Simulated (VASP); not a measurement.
# KBr (Fm-3m) in VASP: further runs, part 2 of 2

VASP 6.6.1. Earlier steps stand in the parts before.

## (3) Single point, PBE

This run uses another cell than the first one, of 37.69 Å³/atom, 1.020 times its volume.

The input, INCAR:

```
SYSTEM = KBr
PREC = Accurate
ENCUT = 520
EDIFF = 1E-7
ISMEAR = 0
SIGMA = 0.05
LREAL = .FALSE.
LASPH = .TRUE.
NELM = 80
ALGO = Normal
ISIF = 2
LWAVE = .FALSE.
LCHARG = .TRUE.
GGA = PE
LELF = .TRUE.
LVHAR = .TRUE.
NBANDS = 15
```

The input, KPOINTS:

```
regular mesh
0
G
  10 10 10
  0 0 0
```

The input, POSCAR:

```
KBr
1.0
    0.0000000000      3.3526732791      3.3526732791
    3.3526732791      0.0000000000      3.3526732791
    3.3526732791      3.3526732791      0.0000000000
K Br
1 1
Direct
    0.0000000000      0.0000000000      0.0000000000
    0.5000000000      0.5000000000      0.5000000000
```

Potentials or basis: VASP PAW PBE potentials, release 64 (K_sv, Br).

Started as:

```console
cat potpaw_PBE.64/K_sv/POTCAR potpaw_PBE.64/Br/POTCAR > POTCAR
mpirun -np 1 vasp_std > vasp.out
```

OUTCAR:

```text
SYSTEM = KBr
   PREC = Accurate
   ENCUT = 520
   EDIFF = 1E-7
   ISMEAR = 0
   LREAL = .FALSE.
   LASPH = .TRUE.
   NELM = 80
   ISIF = 2
   GGA = PE

 ion  position               nearest neighbor table
   1  0.000  0.000  0.000-
   2  0.500  0.500  0.500-

  LATTYP: Found a face centered cubic cell.
 ALAT       =     6.7053465582

  Lattice vectors:

 A1 = (   0.0000000000,   3.3526732791,   3.3526732791)
 A2 = (   3.3526732791,   0.0000000000,   3.3526732791)
 A3 = (   3.3526732791,   3.3526732791,   0.0000000000)

Analysis of symmetry for initial positions (statically):
=====================================================================
 Subroutine PRICEL returns:
 Original cell was already a primitive cell.

 Routine SETGRP: Setting up the symmetry group for a
 face centered cubic supercell.

 Subroutine GETGRP returns: Found 48 space group operations
 (whereof 48 operations were pure point group operations)
 out of a pool of 48 trial point group operations.

The static configuration has the point symmetry O_h .

Analysis of symmetry for dynamics (positions and initial velocities):
=====================================================================
 Subroutine PRICEL returns:
 Original cell was already a primitive cell.

 Routine SETGRP: Setting up the symmetry group for a
 face centered cubic supercell.

 Subroutine GETGRP returns: Found 48 space group operations
 (whereof 48 operations were pure point group operations)
 out of a pool of 48 trial point group operations.

The dynamic configuration has the point symmetry O_h .

 Subroutine INISYM returns: Found 48 space group operations
 (whereof 48 operations are pure point group operations),
 and found     1 'primitive' translations
[... 118 lines left out ...]
  Thomas-Fermi vector in A             =   2.107224
   LORBIT       =      0    0 simple, 1 ext, 2 COOP (PROOUT), +10 PAW based schemes
   GGA     = PE    functional components
   LHFCALC =     F    Hartree Fock is set to
   AEXX    =    0.0000 exact exchange contribution
   IVDW    =     0    specifies the selected vdW correction
   LEPSILON=     F    determine dielectric tensor
   LRPA    =     F    only Hartree local field effects (RPA)
 non-spin polarized calculation
 Gauss-broadening in eV      SIGMA  =   0.05
  energy-cutoff  :      520.00
  volume of cell :       75.37
 maximum number of plane-waves:      2085
   NGX = 17   NGY = 17   NGZ = 17

 number of electron      16.0000001 magnetization

 Free energy of the ion-electron system (eV)
  ---------------------------------------------------
  ext. energy  EPLUGINS =         0.00000000
  ---------------------------------------------------
  free energy    TOTEN  =        -6.22361092 eV

  energy without entropy =       -6.22361092  energy(sigma->0) =       -6.22361092

 E-fermi :  -1.6142     XC(G=0):  -7.1827

 val. band max:       -1.9221876339   @ k =   0.0000   0.0000   0.0000
 cond. band min:       2.3876809238   @ k =   0.0000   0.0000   0.0000
 fundamental gap:      4.3098685577
 Fermi energy:        -1.6142015545

 k-point     1 :       0.0000    0.0000    0.0000
  band No.  band energies     occupation
      1     -29.8079      2.00000
      2     -14.1591      2.00000
      3     -13.2814      2.00000
      4     -13.2814      2.00000
      5     -13.2814      2.00000
      6      -1.9222      2.00000
      7      -1.9222      2.00000
      8      -1.9222      2.00000
      9       2.3877      0.00000
     10       5.6676      0.00000
     11       5.6676      0.00000
     12       5.6676      0.00000
     13       6.4616      0.00000
     14       6.4616      0.00000
[... 401 lines left out ...]
      2     -14.1712      2.00000
      3     -13.3078      2.00000
      4     -13.3034      2.00000
      5     -13.2345      2.00000
      6      -2.6943      2.00000
      7      -2.1941      2.00000
      8      -2.1561      2.00000
      9       4.3417      0.00000
     10       4.7006      0.00000
     11       7.2272      0.00000
     12       7.2836      0.00000
     13       7.9202      0.00000
     14       8.0479      0.00000
     15       8.6067      0.00000

 [... further k-points ...]

------------------------ aborting loop because EDIFF is reached ----------------------------------------

  FORCE on cell =-STRESS in cart. coord.  units (eV):
  Direction    XX          YY          ZZ          XY          YZ          ZX
  --------------------------------------------------------------------------------------
  -------------------------------------------------------------------------------------
  Total        0.0132219      0.0132219      0.0132219      0.0000000      0.0000000     -0.0000000
  in kB        0.2810609      0.2810609      0.2810609      0.0000000      0.0000000     -0.0000000
  external PRESSURE =       0.2810609 kB  Pullay stress =       0.0000000 kB

 VOLUME and BASIS-vectors are now :
 -----------------------------------------------------------------------------
  energy-cutoff  :      520.00
  volume of cell :       75.37
      direct lattice vectors                 reciprocal lattice vectors
     0.000000000  3.352673279  3.352673279    -0.149134723  0.149134723  0.149134723
     3.352673279  0.000000000  3.352673279     0.149134723 -0.149134723  0.149134723
     3.352673279  3.352673279  0.000000000     0.149134723  0.149134723 -0.149134723

 POSITION                                       TOTAL-FORCE (eV/Angst)
 -----------------------------------------------------------------------------------
      0.00000      0.00000      0.00000         0.000000     -0.000000     -0.000000
      3.35267      3.35267      3.35267        -0.000000      0.000000      0.000000
 -----------------------------------------------------------------------------------
    total drift:                                0.000000      0.000000      0.000000

  FREE ENERGIE OF THE ION-ELECTRON SYSTEM (eV)
  ---------------------------------------------------
  free  energy   TOTEN  =        -6.2236109240 eV

  energy  without entropy=       -6.2236109240  energy(sigma->0) =       -6.22361092
```

stdout:

```text
POSCAR found type information on POSCAR K Br
 POSCAR found :  2 types and       2 ions
 scaLAPACK will be used
 LDA part: xc-table for (Slater+PW92), standard interpolation
 POSCAR, INCAR and KPOINTS ok, starting setup
 FFT: planning ... GRIDC
 FFT: planning ... GRID_SOFT
 FFT: planning ... GRID
 WAVECAR not read
 entering main loop
```

Wall time 91 s (1 thread of AMD EPYC 7R13, shared host); peak memory 0.21 GiB.

Results:

```yaml
Free_energy: -6.2236 eV
Pressure: 0.0 GPa
Band_gap_on_the_k_mesh: 4.31 eV, direct
```

Levels at points of the mesh, in eV from the valence-band top:
| k point | band 6 | band 7 | band 8 | band 9 | band 10 | band 11 |
| --- | --- | --- | --- | --- | --- | --- |
| (0.00, 0.00, 0.00) | 0.00 | 0.00 | 0.00 | 4.31 | 7.59 | 7.59 |
| (0.50, 0.00, 0.00) | -1.09 | -0.30 | -0.30 | 6.49 | 8.05 | 9.63 |
| (0.50, 0.50, 0.00) | -0.76 | -0.27 | -0.27 | 5.91 | 7.03 | 9.25 |

## (4) Single point, PBE

This run uses another cell than the first one, of 37.69 Å³/atom, 1.020 times its volume.

The input, INCAR:

```
PREC = Accurate
ENCUT = 520
EDIFF = 1E-6
ISMEAR = 0
SIGMA = 0.05
LREAL = False
LASPH = True
NELM = 80
ALGO = Normal
ISIF = 2
LWAVE = False
LCHARG = False
GGA = PE
NBANDS = 15
```

The input, KPOINTS:

```
regular mesh
0
Gamma
  10 10 10
```

POSCAR is that of step 3.

Started as:

```console
cat potpaw_PBE.64/K_sv/POTCAR potpaw_PBE.64/Br/POTCAR > POTCAR
mpirun -np 1 vasp_std > vasp.out
```

It took 91 s on 1 thread of AMD EPYC 7R13, shared host; peak memory 0.21 GiB.

Results (log left out):

| Property | Result |
| --- | --- |
| Free energy | -6.2236 eV |
| Pressure | 0.0 GPa |
| Band gap on the k mesh | 4.31 eV, direct |

Levels at points of the mesh, in eV from the valence-band top:
```csv
k point,band 5,band 6,band 7,band 8,band 9,band 10,band 11,band 12
"(0.00, 0.00, 0.00)",-11.36,0.00,0.00,0.00,4.31,7.59,7.59,7.59
"(0.50, 0.00, 0.00)",-11.13,-1.09,-0.30,-0.30,6.49,8.05,9.63,9.63
"(0.50, 0.50, 0.00)",-11.39,-0.76,-0.27,-0.27,5.91,7.03,9.25,9.28
```

A k mesh can miss the band edges. Expect the measured gap to be larger: semilocal functionals such as PBE lack the derivative discontinuity.

## (5) Single point, PBE (volume scaled by 1.020)

The input, INCAR:

```
SYSTEM = KBr
  PREC = Accurate
  ENCUT = 520
  EDIFF = 1E-6
  ISMEAR = 0
  SIGMA = 0.05
  LREAL = .FALSE.
  LASPH = .TRUE.
  NELM = 100
  ALGO = Normal
  ISIF = 2
  LWAVE = .FALSE.
  LCHARG = .FALSE.
  GGA = PE
  NBANDS = 15
```

The input, KPOINTS:

```
Automatic mesh
0
G
  10 10 10
  0 0 0
```

The input, POSCAR:

```
KBr
1.0
    0.0000000000      3.3748770605      3.3748770605
    3.3748770605      0.0000000000      3.3748770605
    3.3748770605      3.3748770605      0.0000000000
K Br
1 1
Direct
    0.0000000000      0.0000000000      0.0000000000
    0.5000000000      0.5000000000      0.5000000000
```

Started as:

```console
cat potpaw_PBE.64/K_sv/POTCAR potpaw_PBE.64/Br/POTCAR > POTCAR
mpirun -np 1 vasp_std > vasp.out
```

Wall time 96 s (1 thread of AMD EPYC 7R13, shared host); peak memory 0.2 GiB.

The run converged. Its results:

- Free energy: -6.2228 eV
- Pressure: -0.2 GPa
- Band gap on the k mesh: 4.26 eV, direct

Levels at points of the mesh, in eV from the valence-band top:
| k point | band 5 | band 6 | band 7 | band 8 | band 9 | band 10 | band 11 | band 12 |
| --- | --- | --- | --- | --- | --- | --- | --- | --- |
| (0.00, 0.00, 0.00) | -11.40 | 0.00 | 0.00 | 0.00 | 4.26 | 7.58 | 7.58 | 7.58 |
| (0.50, 0.00, 0.00) | -11.18 | -1.05 | -0.28 | -0.28 | 6.44 | 7.98 | 9.58 | 9.58 |
| (0.50, 0.50, 0.00) | -11.43 | -0.74 | -0.26 | -0.26 | 5.93 | 6.95 | 9.14 | 9.25 |

Caveat: the cell differs from its parent crystal (volume scaled by 1.020). A k mesh can miss the band edges.

## (6) Single point, PBE (volume scaled by 1.040)

The input, INCAR:

```
PREC = Accurate
ENCUT = 520
EDIFF = 1E-6
ISMEAR = 0
SIGMA = 0.05
LREAL = False
LASPH = True
NELM = 60
ALGO = Normal
ISIF = 2
LWAVE = False
LCHARG = False
GGA = PE
NBANDS = 15
```

The input, KPOINTS:

```
regular mesh
0
Gamma
  10 10 10
```

The input, POSCAR:

```
KBr
1.0
    0.0000000000      3.3967924607      3.3967924607
    3.3967924607      0.0000000000      3.3967924607
    3.3967924607      3.3967924607      0.0000000000
K Br
1 1
Direct
    0.0000000000      0.0000000000      0.0000000000
    0.5000000000      0.5000000000      0.5000000000
```

Potentials or basis: VASP PAW PBE potentials, release 64 (K_sv, Br).

Started as:

```console
cat potpaw_PBE.64/K_sv/POTCAR potpaw_PBE.64/Br/POTCAR > POTCAR
mpirun -np 1 vasp_std > vasp.out
```

Run time: 90 s. Hardware: 1 thread of AMD EPYC 7R13, shared host; peak memory 0.2 GiB.

It converged, with:

* Free energy: -6.2197 eV
* Pressure: -0.5 GPa
* Band gap on the k mesh: 4.21 eV, direct

Levels at points of the mesh, in eV from the valence-band top:
| k point | band 5 | band 6 | band 7 | band 8 | band 9 | band 10 | band 11 | band 12 |
| --- | --- | --- | --- | --- | --- | --- | --- | --- |
| (0.00, 0.00, 0.00) | -11.45 | 0.00 | 0.00 | 0.00 | 4.21 | 7.57 | 7.57 | 7.57 |
| (0.50, 0.00, 0.00) | -11.23 | -1.02 | -0.27 | -0.27 | 6.40 | 7.90 | 9.52 | 9.52 |
| (0.50, 0.50, 0.00) | -11.47 | -0.72 | -0.26 | -0.26 | 5.94 | 6.88 | 9.04 | 9.21 |

Caveat: the cell differs from its parent crystal (volume scaled by 1.040). A k mesh can miss the band edges.

## (7) The runs side by side

| cell | gap on the mesh (eV) | pressure (GPa) |
| --- | --- | --- |
| a = 4.710 Å, angles 60.0°, 2 atoms | 4.36 | 0.3 |
| a = 4.741 Å, angles 60.0°, 2 atoms | 4.31 | 0.0 |
| a = 4.773 Å, angles 60.0°, 2 atoms | 4.26 | -0.2 |
| a = 4.804 Å, angles 60.0°, 2 atoms | 4.21 | -0.5 |

Alike in all rows: task single point; level PBE; potentials or basis VASP PAW PBE potentials, release 64 (K_sv, Br); no spin polarisation; k mesh 10 × 10 × 10; cutoff (eV) 520; smearing gaussian 0.05 eV.

Absolute energies hang on the potentials; compare differences alone.
